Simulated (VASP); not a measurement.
Wanted: the native input for a VASP 6.6.1 run.

```yaml
Task: single point
Functional: PBE
Potentials_or_basis: VASP PAW PBE potentials, release 64 (Ta_pv)
Cutoff: 520 eV
k_mesh: 14 × 14 × 14
Occupations: gaussian, width 0.1 eV
Spin: no spin polarisation
Dipole_correction: no
Further_INCAR_settings: ALGO = Normal; EDIFF = 1e-06; NBANDS = 12
```

The structure of Ta lies in POSCAR:

```
Ta
1.0
   -1.6595059331      1.6595059331      1.6595059331
    1.6595059331     -1.6595059331      1.6595059331
    1.6595059331      1.6595059331     -1.6595059331
Ta
1
Direct
    0.0000000000      0.0000000000      0.0000000000
```

One way to write it, as run:

INCAR

```
SYSTEM = Ta
PREC = Accurate
ENCUT = 520
EDIFF = 1E-6
ISMEAR = 0
SIGMA = 0.1
LREAL = .FALSE.
LASPH = .TRUE.
NELM = 60
ALGO = Normal
ISIF = 2
LWAVE = .FALSE.
LCHARG = .TRUE.
GGA = PE
LELF = .TRUE.
LVHAR = .TRUE.
NBANDS = 12
```

KPOINTS

```
regular mesh
0
G
  14 14 14
  0 0 0
```

Potentials or basis: VASP PAW PBE potentials, release 64 (Ta_pv).

Launch:

```bash
$ cat potpaw_PBE.64/Ta_pv/POTCAR > POTCAR
$ mpirun -np 1 vasp_std > vasp.out
```

Results of the run:

```json
{"Pressure": "0.1 GPa"}
```

Wall time 9.9 s on 1 thread of Intel(R) Xeon(R) Platinum 8488C (Sapphire Rapids), on a shared host, peak memory 0.15 GiB.
